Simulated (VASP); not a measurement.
Input of a VASP 6.6.1 run:

The input INCAR:

```
SYSTEM = TeW
PREC = Accurate
ENCUT = 520
EDIFF = 1E-7
ISMEAR = 0
SIGMA = 0.1
LREAL = .FALSE.
LASPH = .TRUE.
NELM = 150
ALGO = Normal
ISIF = 2
LWAVE = .FALSE.
LCHARG = .FALSE.
ISPIN = 2
MAGMOM = 0.5 0
LORBIT = 11
LMAXMIX = 4
GGA = PS
NBANDS = 21
```

File KPOINTS:

```
regular mesh
0
G
  14 14 14
  0 0 0
```

The input POSCAR:

```
TeW
1.0
    0.0000000000      2.7828287133      2.7828287133
    2.7828287133      0.0000000000      2.7828287133
    2.7828287133      2.7828287133      0.0000000000
W Te
1 1
Direct
    0.0000000000      0.0000000000      0.0000000000
    0.5000000000      0.5000000000      0.5000000000
```

Potentials or basis: VASP PAW PBE potentials, release 64 (W_sv, Te).

The run is started by

```console
$ cat potpaw_PBE.64/W_sv/POTCAR potpaw_PBE.64/Te/POTCAR > POTCAR
$ mpirun -np 1 vasp_std > vasp.out
```

Problem. What does it give for the net moment?

Solution. 0.00 μB per cell.

Problem. Estimate the band gap on the k mesh.

Solution. Zero (filled and empty bands overlap).

Problem. Predict the pressure.

Solution. -2.9 GPa.

Caveat: the PAW data sets were made with another functional, which shifts forces and pressure a little; spin-orbit coupling is left out, which moves the levels of the heavy elements.
